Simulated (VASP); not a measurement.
Set up this calculation in VASP 6.6.1, as the native input.

```yaml
Task: single point
Functional: PBE
Potentials_or_basis: VASP PAW PBE potentials, release 64 (Si, C)
Cutoff: 520 eV
k_mesh: 12 × 12 × 2
Occupations: gaussian, width 0.05 eV
Spin: no spin polarisation
Dipole_correction: no
Further_INCAR_settings: ALGO = Normal; EDIFF = 1e-06; NBANDS = 36
```

The structure of SiC lies in POSCAR:

```
SiC
1.0
    3.0692496138      0.0000000000      0.0000000000
   -1.5346248069      2.6580481361      0.0000000000
    0.0000000000      0.0000000000     15.0602705466
Si C
6 6
Direct
    0.0000000000      0.0000000000      0.1250430731
    0.0000000000      0.0000000000      0.6250368447
    0.3333333333      0.6666666667      0.2919359287
    0.6666666667      0.3333333333      0.7916986591
    0.3333333333      0.6666666667      0.9584134991
    0.6666666667      0.3333333333      0.4582056507
    0.0000000000      0.0000000000      0.9948156354
    0.0000000000      0.0000000000      0.5045612504
    0.3333333333      0.6666666667      0.1713764111
    0.6666666667      0.3333333333      0.6622826619
    0.3333333333      0.6666666667      0.8380112040
    0.6666666667      0.3333333333      0.3286191816
```

This cell differs from its parent crystal: atoms displaced along a vibrational mode, the cell strained.

One way to write it, as run:

INCAR

```
PREC = Accurate
ENCUT = 520
EDIFF = 1E-6
ISMEAR = 0
SIGMA = 0.05
LREAL = F
LASPH = T
NELM = 80
ALGO = Normal
ISIF = 2
LWAVE = F
LCHARG = F
GGA = PE
NBANDS = 36
```

KPOINTS

```
regular mesh
0
Gamma
  12 12 2
```

Potentials or basis: VASP PAW PBE potentials, release 64 (Si, C).

Command:

```bash
$ cat potpaw_PBE.64/Si/POTCAR potpaw_PBE.64/C/POTCAR > POTCAR
$ mpirun -np 1 vasp_std > vasp.out
```

It gave:

- Pressure: 6.5 GPa
- Largest force: 2.497 eV/Å
- Band gap on the k mesh: 1.94 eV (least direct gap 3.05 eV)

Caveat: the cell differs from its parent crystal (atoms displaced along a vibrational mode, the cell strained); the cell stands under pressure; forces of over 1 eV/Å act on the atoms, so gaps and moduli don't describe the material at rest.

Run time: 63 s on 1 thread of Intel(R) Xeon(R) 6975P-C (Granite Rapids) (shared host), peak memory 0.29 GiB.
